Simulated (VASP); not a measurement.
Write the native input for VASP 6.6.1 that does the following.

| Quantity | Value |
| --- | --- |
| Task | single point |
| Functional | BLYP |
| Potentials or basis | VASP PAW PBE potentials, release 64 (B) |
| Cutoff | 520 eV |
| k mesh | 15 × 15 × 15 |
| Occupations | fermi-dirac, width 0.1 eV |
| Spin | no spin polarisation |
| Dipole correction | no |
| Further INCAR settings | ALGO = Normal; EDIFF = 1e-07; NBANDS = 10 |

The structure of B lies in POSCAR:

```
B
1.0
    0.0000000000      2.0710934865      2.0710934865
    2.0710934865      0.0000000000      2.0710934865
    2.0710934865      2.0710934865      0.0000000000
B
2
Direct
    0.1250000000      0.1250000000      0.1250000000
    0.8750000000      0.8750000000      0.8750000000
```

This cell differs from its parent crystal: volume scaled by 1.04.

One way to write it, as run:

INCAR

```
SYSTEM = B
PREC = Accurate
ENCUT = 520
EDIFF = 1E-7
ISMEAR = -1
SIGMA = 0.1
LREAL = .False.
LASPH = .True.
NELM = 80
ALGO = Normal
ISIF = 2
LWAVE = .False.
LCHARG = .True.
GGA = B5
ALDAX = 1.0
AGGAX = 1.0
AGGAC = 1.0
ALDAC = 0.0
LELF = .True.
LVHAR = .True.
NBANDS = 10
```

KPOINTS

```
regular mesh
0
Gamma
  15 15 15
  0 0 0
```

Potentials or basis: VASP PAW PBE potentials, release 64 (B).

Launch:

```bash
$ cat potpaw_PBE.64/B/POTCAR > POTCAR
$ mpirun -np 1 vasp_std > vasp.out
```

Results of the run:

```json
{
  "Pressure": "-6.0 GPa",
  "Band gap on the k mesh": "zero (band 3 reaches 7.32 eV, above the bottom of band 4 at 1.32 eV)"
}
```

Caveat: the PAW data sets were made with another functional, which shifts forces and pressure a little.

It took 24 s on 1 thread of Intel(R) Xeon(R) Platinum 8259CL CPU @ 2.50GHz (Skylake/Cascade Lake), with other jobs on the host, peak memory 0.13 GiB.
